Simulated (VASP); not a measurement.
# FeBiOs3 (R3c) in VASP: further runs

Runs on FeBiOs3. Level: PBE. Tasks: single point.

Everything below comes from runs of VASP 6.6.1. Logs are shortened: lines on timing, memory, paths and dates and some standing lists are left out, and cuts for length are marked.

## 1. The cell of the first run

The structure is trigonal, space group R3c (No. 161). Conventional cell: a = 6.152 Å, b = 6.152 Å, c = 15.268 Å, α = 90.00°, β = 90.00°, γ = 120.00°. Within 4.0 Å of Bi (site symmetry 3) lie 12 Os at 2.55 to 3.75 Å and 7 Fe at 3.38 to 3.94 Å. Within 2.8 Å of Fe (site symmetry 3) lie 6 Os at 2.14 to 2.33 Å. Os (site symmetry 1) has 2 Fe at 2.14 to 2.33 Å and 2 Bi at 2.55 to 2.78 Å within 2.8 Å.

## 2. Single point, PBE

Contents of INCAR:

```
SYSTEM = FeBiOs3
  PREC = Accurate
  ENCUT = 600
  EDIFF = 1E-6
  ISMEAR = -1
  SIGMA = 0.0618
  LREAL = .FALSE.
  LASPH = .TRUE.
  NELM = 120
  ALGO = Normal
  ISIF = 2
  LWAVE = .FALSE.
  LCHARG = .TRUE.
  GGA = PE
  LELF = .TRUE.
  LVHAR = .TRUE.
  NBANDS = 90
  GGA_COMPAT = .FALSE.
```

Contents of KPOINTS:

```
Automatic mesh
0
G
  4 4 4
  0 0 0
```

Contents of POSCAR:

```
FeBiOs3
1.0
    3.0760880000      5.3279360000      0.0000000000
   -3.0760880000      5.3279360000      0.0000000000
    0.0000000000     -3.5519580000      5.0893740000
Bi Fe Os
2 2 6
Direct
    0.0000000000      0.0000000000      0.0000000000
    0.5000000000      0.5000000000      0.5000000000
    0.2212000000      0.2212000000      0.6636000000
    0.7212000000      0.7212000000      0.1636000000
    0.3973000000      0.5233000000      0.8629000000
    0.9423000000      0.3973000000      0.8629000000
    0.5233000000      0.9423000000      0.8629000000
    0.4423000000      0.0233000000      0.3629000000
    0.0233000000      0.8973000000      0.3629000000
    0.8973000000      0.4423000000      0.3629000000
```

Potentials or basis: VASP PAW PBE potentials, release 64 (Bi_d, Fe_sv, Os_sv_GW).

Launch:

```
$ cat potpaw_PBE.64/Bi_d/POTCAR potpaw_PBE.64/Fe_sv/POTCAR potpaw_PBE.64/Os_sv_GW/POTCAR > POTCAR
$ mpirun -np 1 vasp_std > vasp.out
```

OUTCAR:

```text
SYSTEM = FeBiOs3
   PREC = Accurate
   ENCUT = 600
   EDIFF = 1E-6
   ISMEAR = -1
   LREAL = .FALSE.
   LASPH = .TRUE.
   NELM = 120
   ISIF = 2
   GGA = PE

 ion  position               nearest neighbor table
   1  0.000  0.000  0.000-   9 2.55   8 2.55  10 2.55   7 2.78   6 2.78   5 2.78   6 3.53   7 3.53
                             5 3.53
   2  0.500  0.500  0.500-   5 2.55   7 2.55   6 2.55   8 2.78  10 2.78   9 2.78  10 3.53   8 3.53
                             9 3.53
   3  0.221  0.221  0.664-   5 2.14   6 2.14   7 2.14   9 2.33   8 2.33  10 2.33
   4  0.721  0.721  0.164-   9 2.14  10 2.14   8 2.14   5 2.33   7 2.33   6 2.33
   5  0.397  0.523  0.863-   3 2.14   4 2.33   2 2.55   1 2.78   7 3.04   6 3.04   8 3.12   8 3.12
                            10 3.14  10 3.14   6 3.26   7 3.26   1 3.53
   6  0.942  0.397  0.863-   3 2.14   4 2.33   2 2.55   1 2.78   5 3.04   7 3.04  10 3.12  10 3.12
                             9 3.14   9 3.14   5 3.26   7 3.26   1 3.53
   7  0.523  0.942  0.863-   3 2.14   4 2.33   2 2.55   1 2.78   5 3.04   6 3.04   9 3.12   9 3.12
                             8 3.14   8 3.14   5 3.26   6 3.26   1 3.53
   8  0.442  0.023  0.363-   4 2.14   3 2.33   1 2.55   2 2.78   9 3.04  10 3.04   5 3.12   5 3.12
                             7 3.14   7 3.14   9 3.26  10 3.26   2 3.53
   9  0.023  0.897  0.363-   4 2.14   3 2.33   1 2.55   2 2.78   8 3.04  10 3.04   7 3.12   7 3.12
                             6 3.14   6 3.14  10 3.26   8 3.26   2 3.53
  10  0.897  0.442  0.363-   4 2.14   3 2.33   1 2.55   2 2.78   9 3.04   8 3.04   6 3.12   6 3.12
                             5 3.14   5 3.14   9 3.26   8 3.26   2 3.53

  LATTYP: Found a trigonal (rhomboedric) cell.
 ALAT       =     6.2062986515
 COS(alpha) =     0.5086825761

  Lattice vectors:

 A1 = (   3.0760880000,   1.7759780000,   5.0893740000)
 A2 = (  -3.0760880000,   1.7759780000,   5.0893740000)
 A3 = (   0.0000000000,  -3.5519580000,   5.0893740000)

Analysis of symmetry for initial positions (statically):
=====================================================================
 Subroutine PRICEL returns:
 Original cell was already a primitive cell.

 Routine SETGRP: Setting up the symmetry group for a
 trigonal (rhombohedral) supercell.

 Subroutine GETGRP returns: Found  6 space group operations
 (whereof  3 operations were pure point group operations)
 out of a pool of 12 trial point group operations.

The static configuration has the point symmetry C_3 .
 The point group associated with its full space group is C_3v.

Analysis of symmetry for dynamics (positions and initial velocities):
=====================================================================
 Subroutine PRICEL returns:
 Original cell was already a primitive cell.

 Routine SETGRP: Setting up the symmetry group for a
 trigonal (rhombohedral) supercell.

 Subroutine GETGRP returns: Found  6 space group operations
 (whereof  3 operations were pure point group operations)
 out of a pool of 12 trial point group operations.

The dynamic configuration has the point symmetry C_3 .
 The point group associated with its full space group is C_3v.

 Subroutine INISYM returns: Found  6 space group operations
 (whereof  3 operations are pure point group operations),
 and found     1 'primitive' translations

----------------------------------------------------------------------------------------

                                     Primitive cell

  volume of cell :     166.8215

  direct lattice vectors                    reciprocal lattice vectors
     3.076088000  5.327936000  0.000000000     0.162544114  0.093844971  0.065495952
    -3.076088000  5.327936000  0.000000000    -0.162544114  0.093844971  0.065495952
     0.000000000 -3.551958000  5.089374000     0.000000000  0.000000000  0.196487820

  length of vectors
     6.152171926  6.152171926  6.206297878     0.198789304  0.198789304  0.196487820

  position of ions in fractional coordinates (direct lattice)
     0.000000000  0.000000000  0.000000000
     0.500000000  0.500000000  0.500000000
     0.221200000  0.221200000  0.663600000
     0.721200000  0.721200000  0.163600000
     0.397300000  0.523300000  0.862900000
     0.942300000  0.397300000  0.862900000
     0.523300000  0.942300000  0.862900000
     0.442300000  0.023300000  0.362900000
     0.023300000  0.897300000  0.362900000
     0.897300000  0.442300000  0.362900000

  ion indices of the primitive-cell ions
   primitive index   ion index
                 1           1
                 2           2
                 3           3
                 4           4
                 5           5
                 6           6
                 7           7
                 8           8
                 9           9
                10          10

----------------------------------------------------------------------------------------

 KPOINTS: Automatic mesh

Automatic generation of k-mesh.
 Grid dimensions read from file:
 generate k-points for:    4    4    4

 Generating k-lattice:

  Cartesian coordinates                     Fractional coordinates (reciprocal lattice)
     0.040636029  0.023461243  0.016373988     0.250000000  0.000000000  0.000000000
    -0.040636029  0.023461243  0.016373988     0.000000000  0.250000000  0.000000000
     0.000000000  0.000000000  0.049121955     0.000000000  0.000000000  0.250000000

  Length of vectors
     0.049697326  0.049697326  0.049121955

  Shift w.r.t. Gamma in fractional coordinates (k-lattice)
     0.000000000  0.000000000  0.000000000

 Subroutine IBZKPT returns following result:
 ===========================================

 Found     13 irreducible k-points:

 Following reciprocal coordinates:
            Coordinates               Weight
  0.000000  0.000000  0.000000      1.000000
  0.250000 -0.000000 -0.000000      6.000000
  0.500000 -0.000000 -0.000000      3.000000
  0.250000  0.250000  0.000000      6.000000
  0.500000  0.250000  0.000000     12.000000
 -0.250000  0.250000  0.000000      6.000000
  0.500000  0.500000  0.000000      3.000000
  0.000000  0.000000  0.250000      2.000000
  0.250000 -0.000000  0.250000      6.000000
  0.500000 -0.000000  0.250000      6.000000
  0.250000  0.250000  0.250000      6.000000
  0.500000  0.250000  0.250000      6.000000
  0.000000  0.000000  0.500000      1.000000
   k-points           NKPTS =     13   k-points in BZ     NKDIM =     13   number of bands    NBANDS=     90
   number of dos      NEDOS =    301   number of ions     NIONS =     10
   total plane-waves  NPLWV = 125000
   dimension x,y,z NGX =    50 NGY =   50 NGZ =   50
   dimension x,y,z NGXF=   100 NGYF=  100 NGZF=  100
   ions per type =               2   2   6
   NGX,Y,Z   is equivalent  to a cutoff of  13.51, 13.51, 13.39 a.u.
   NGXF,Y,Z  is equivalent  to a cutoff of  27.02, 27.02, 26.79 a.u.
 SYSTEM =  FeBiOs3
   PREC   = accura    normal or accurate (medium, high low for compatibility)
   ISTART =      0    job   : 0-new  1-cont  2-samecut
   ICHARG =      2    charge: 1-file 2-atom 10-const
   ISPIN  =      1    spin polarized calculation?
   LNONCOLLINEAR =      F non collinear calculations
   LSORBIT =      F    spin-orbit coupling
   LASPH  =      T    aspherical Exc in radial PAW
   ENCUT  =  600.0 eV  44.10 Ry    6.64 a.u.  12.29 12.29 12.40*2*pi/ulx,y,z
   NELM   =    120;   NELMIN=  2; NELMDL= -5     # of ELM steps
   EDIFF  = 0.1E-05   stopping-criterion for ELM
   LREAL  =      F    real-space projection
[... 7 lines left out ...]
   TEBEG  =    0.0;   TEEND  =   0.0 temperature during run
   PSTRESS=    0.0 pullay stress
   NELECT =     158.0000    total number of electrons
   NUPDOWN=      -1.0000    fix difference up-down
   EMIN   =  10.00;   EMAX   =-10.00  energy-range for DOS
   EFERMI =   0.00;   METHOD = LEGACY
   ISMEAR =    -1;   SIGMA  =   0.06  broadening in eV -4-tet -1-fermi 0-gaus
   EFERMI_NEDOS =   21; number of points for ismear=-14 and -15
   IALGO  =     38    algorithm
   IMIX   =      4    mixing-type and parameters
     AMIX     =   0.40;   BMIX     =  1.00
     AMIX_MAG =   1.60;   BMIX_MAG =  1.00
  volume/ion in A,a.u.               =      16.68       112.58
  Fermi-wavevector in a.u.,A,eV,Ry     =   1.607718  3.038146 35.167748  2.584757
  Thomas-Fermi vector in A             =   2.703702
   LORBIT       =      0    0 simple, 1 ext, 2 COOP (PROOUT), +10 PAW based schemes
   GGA     = PE    functional components
   LHFCALC =     F    Hartree Fock is set to
   AEXX    =    0.0000 exact exchange contribution
   IVDW    =     0    specifies the selected vdW correction
   LEPSILON=     F    determine dielectric tensor
   LRPA    =     F    only Hartree local field effects (RPA)
 non-spin polarized calculation
  energy-cutoff  :      600.00
  volume of cell :      166.82
 maximum number of plane-waves:      5613
 NGX is ok and might be reduce to    50
   NGX = 25   NGY = 25   NGZ = 25

 number of electron     157.9999983 magnetization

 Free energy of the ion-electron system (eV)
  ---------------------------------------------------
  ext. energy  EPLUGINS =         0.00000000
  ---------------------------------------------------
  free energy    TOTEN  =       -80.06727853 eV

  energy without entropy =      -79.93037971  energy(sigma->0) =      -79.99882912

 E-fermi :  11.4303     XC(G=0): -12.9327

 val. band max:       11.3571735356   @ k =  -0.2500   0.2500   0.0000
 cond. band min:      11.4470480237   @ k =   0.0000   0.0000   0.5000
 fundamental gap:      0.0898744881
 Fermi energy:        11.4303184885

 k-point     1 :       0.0000    0.0000    0.0000
  band No.  band energies     occupation
      1     -76.4820      2.00000
      2     -76.4676      2.00000
      3     -74.6831      2.00000
      4     -74.6831      2.00000
      5     -74.6792      2.00000
      6     -74.6783      2.00000
[... 82 lines left out ...]
     89      12.5473      0.00000
     90      12.7105      0.00000

 k-point     2 :       0.2500   -0.0000   -0.0000
  band No.  band energies     occupation
      1     -76.4799      2.00000
      2     -76.4697      2.00000
      3     -74.6845      2.00000
      4     -74.6823      2.00000
      5     -74.6805      2.00000
      6     -74.6789      2.00000
[... 1012 lines left out ...]
     89      13.6062      0.00000
     90      13.6263      0.00000

 k-point    13 :       0.0000    0.0000    0.5000
  band No.  band energies     occupation
      1     -76.4748      2.00000
      2     -76.4748      2.00000
      3     -74.6806      2.00000
      4     -74.6806      2.00000
      5     -74.6806      2.00000
      6     -74.6806      2.00000
[... 82 lines left out ...]
     89      13.0638      0.00000
     90      13.0644      0.00000

------------------------ aborting loop because EDIFF is reached ----------------------------------------

  FORCE on cell =-STRESS in cart. coord.  units (eV):
  Direction    XX          YY          ZZ          XY          YZ          ZX
  --------------------------------------------------------------------------------------
  -------------------------------------------------------------------------------------
  Total       29.5581723     29.5581201     30.7532559      0.0000000     -0.0000040      0.0000000
  in kB      283.8808137    283.8803124    295.3585636      0.0000000     -0.0000387      0.0000000
  external PRESSURE =     287.7065632 kB  Pullay stress =       0.0000000 kB

 VOLUME and BASIS-vectors are now :
 -----------------------------------------------------------------------------
  energy-cutoff  :      600.00
  volume of cell :      166.82
      direct lattice vectors                 reciprocal lattice vectors
     3.076088000  5.327936000  0.000000000     0.162544114  0.093844971  0.065495952
    -3.076088000  5.327936000  0.000000000    -0.162544114  0.093844971  0.065495952
     0.000000000 -3.551958000  5.089374000     0.000000000  0.000000000  0.196487820

 POSITION                                       TOTAL-FORCE (eV/Angst)
 -----------------------------------------------------------------------------------
      0.00000      0.00000      0.00000         0.000000      0.000001     -5.757665
      0.00000      3.55196      2.54469         0.000000      0.000001     -5.757665
      0.00000     -0.00000      3.37731         0.000000     -0.000000      0.471980
      0.00000      7.10391      0.83262         0.000000     -0.000000      0.471980
     -0.38759      1.83991      4.39162        -0.634886      0.290554      1.761895
      1.67647      4.07232      4.39162         0.065816     -0.695104      1.761895
     -1.28888      4.74364      4.39162         0.569070      0.404550      1.761895
      1.28888      1.19168      1.84693        -0.569070      0.404550      1.761895
     -2.68850      3.61589      1.84693         0.634886      0.290554      1.761895
      1.39962      5.84830      1.84693        -0.065816     -0.695104      1.761895
 -----------------------------------------------------------------------------------
    total drift:                                0.000000     -0.000201     -0.002192

  FREE ENERGIE OF THE ION-ELECTRON SYSTEM (eV)
  ---------------------------------------------------
  free  energy   TOTEN  =       -80.0672785275 eV

  energy  without entropy=      -79.9303797058  energy(sigma->0) =      -79.99882912
```

Run time: 11 min. Hardware: 1 thread of Intel Xeon Platinum 8259CL at 2.50GHz (Skylake/Cascade Lake), shared host; peak memory 0.47 GiB.

What came out:

```yaml
Free_energy: -80.0673 eV
Pressure: 28.8 GPa
Largest_force: 5.758 eV/Å
Band_gap_on_the_k_mesh: zero (bands 79 and 80 overlap by 0.24 eV)
```

Forces in eV/Å, atoms in the order of the input:
```
Bi   0.000  0.000 -5.758
Bi   0.000  0.000 -5.758
Fe   0.000  0.000  0.472
Fe   0.000  0.000  0.472
Os  -0.635  0.291  1.762
Os   0.066 -0.695  1.762
Os   0.569  0.405  1.762
Os  -0.569  0.405  1.762
Os   0.635  0.291  1.762
Os  -0.066 -0.695  1.762
```

Stress tensor (GPa, compression positive):
```
28.39  0.00  0.00
 0.00 28.39  0.00
 0.00  0.00 29.54
```

Caveat: the cell stands under pressure; spin-orbit coupling is left out, which moves the levels of the heavy elements; the run has no spin polarisation, though such a crystal can be magnetic; forces of over 1 eV/Å act on the atoms, so gaps and moduli don't describe the material at rest.

## 3. Single point, PBE

Contents of INCAR:

```
PREC = Accurate ; ENCUT = 600
EDIFF = 1E-6 ; ISMEAR = -1
SIGMA = 0.001 ; LREAL = F
LASPH = T ; NELM = 120
ALGO = Normal ; ISIF = 2
LWAVE = F ; LCHARG = F
GGA = PE ; NBANDS = 90
GGA_COMPAT = F
```

Contents of KPOINTS:

```
regular mesh
0
Gamma
  4 4 4
```

POSCAR is that of step 2.

Potentials or basis: VASP PAW PBE potentials, release 64 (Bi_d, Fe_sv, Os_sv_GW).

Launch:

```
$ cat potpaw_PBE.64/Bi_d/POTCAR potpaw_PBE.64/Fe_sv/POTCAR potpaw_PBE.64/Os_sv_GW/POTCAR > POTCAR
$ mpirun -np 1 vasp_std > vasp.out
```

It took 7.8 min on 1 thread of Intel Xeon 6975P-C (Granite Rapids), shared host; peak memory 0.47 GiB.

Results (log left out):

```
Free energy            : -80.0023 eV
Pressure               : 28.5 GPa
Largest force          : 5.790 eV/Å
Band gap on the k mesh : zero (bands 79 and 80 overlap by 0.24 eV)
```

Forces on the atoms (eV/Å):
```
Bi   0.000  0.000 -5.790
Bi   0.000  0.000 -5.790
Fe   0.000  0.000  0.472
Fe   0.000  0.000  0.472
Os  -0.632  0.241  1.773
Os   0.107 -0.668  1.773
Os   0.525  0.427  1.773
Os  -0.525  0.427  1.773
Os   0.632  0.241  1.773
Os  -0.107 -0.668  1.773
```

Stress tensor (GPa, compression positive):
```
28.25  0.00  0.00
 0.00 28.25  0.00
 0.00  0.00 29.06
```

Levels at points of the mesh, in eV from the Fermi level:
```csv
k point,band 77,band 78,band 79,band 80,band 81,band 82
"(0.00, 0.00, 0.00)",-0.37,-0.37,0.05,0.12,0.21,0.33
"(0.50, 0.00, 0.00)",-0.40,-0.40,0.01,0.01,0.33,0.33
"(0.50, 0.50, 0.00)",-0.79,-0.50,-0.43,0.19,0.22,0.25
"(0.00, 0.00, 0.50)",-0.27,-0.27,-0.04,-0.04,0.23,0.23
```

Caveat: the cell stands under pressure; spin-orbit coupling is left out, which moves the levels of the heavy elements; the run has no spin polarisation, though such a crystal can be magnetic; forces of over 1 eV/Å act on the atoms, so gaps and moduli don't describe the material at rest. Spin polarisation is off, so any magnetic state and its effect on volume and gap are missing.
